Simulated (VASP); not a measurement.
A run of VASP 6.6.1 is set up as follows.

Contents of POSCAR:

```
In
1.0
    3.3354847820      0.0000000000      0.0000000000
   -1.6677423910      2.8886145552      0.0000000000
    0.0000000000      0.0000000000      5.5091429200
In
2
Direct
    0.6666666667      0.3333333333      0.7500000000
    0.3333333333      0.6666666667      0.2500000000
```

INCAR.step1

```
PREC = Accurate
ENCUT = 520
EDIFF = 1E-5
ISMEAR = -1
SIGMA = 0.05
LREAL = F
LASPH = T
NELM = 60
ALGO = Normal
ISIF = 2
LWAVE = T
LCHARG = F
NBANDS = 20
GGA = PE
```

The input INCAR.step2:

```
PREC = Accurate
ENCUT = 520
EDIFF = 1E-7
ISMEAR = -1
SIGMA = 0.05
LREAL = F
LASPH = T
NELM = 60
ALGO = Normal
ISIF = 2
LWAVE = F
LCHARG = F
GGA = PE
LHFCALC = T
AEXX = 0.25
PRECFOCK = Normal
NBANDS = 20
ISTART = 1
```

File KPOINTS:

```
regular mesh
0
Gamma
  5 5 3
```

Potentials or basis: VASP PAW PBE potentials, release 64 (In_d).

Run with:

```bash
$ cat potpaw_PBE.64/In_d/POTCAR > POTCAR
$ cp INCAR.step1 INCAR
$ mpirun -np 1 vasp_std > vasp.out
$ cp INCAR.step2 INCAR
$ mpirun -np 1 vasp_std > vasp.out
```

Q: Predict the pressure.

A: -0.1 GPa.

Q: Predict the band gap on the k mesh.

A: Zero (bands 13 and 14 overlap by 3.12 eV).

Stress tensor (GPa, compression positive):
```
-0.31  0.00  0.00
 0.00 -0.31  0.00
 0.00  0.00  0.25
```

Caveat: the k points lie up to 0.44 Å⁻¹ apart, too coarse for converged energies and pressures of a metal; the PAW data sets were made with another functional, which shifts forces and pressure a little; spin-orbit coupling is left out, which moves the levels of the heavy elements.
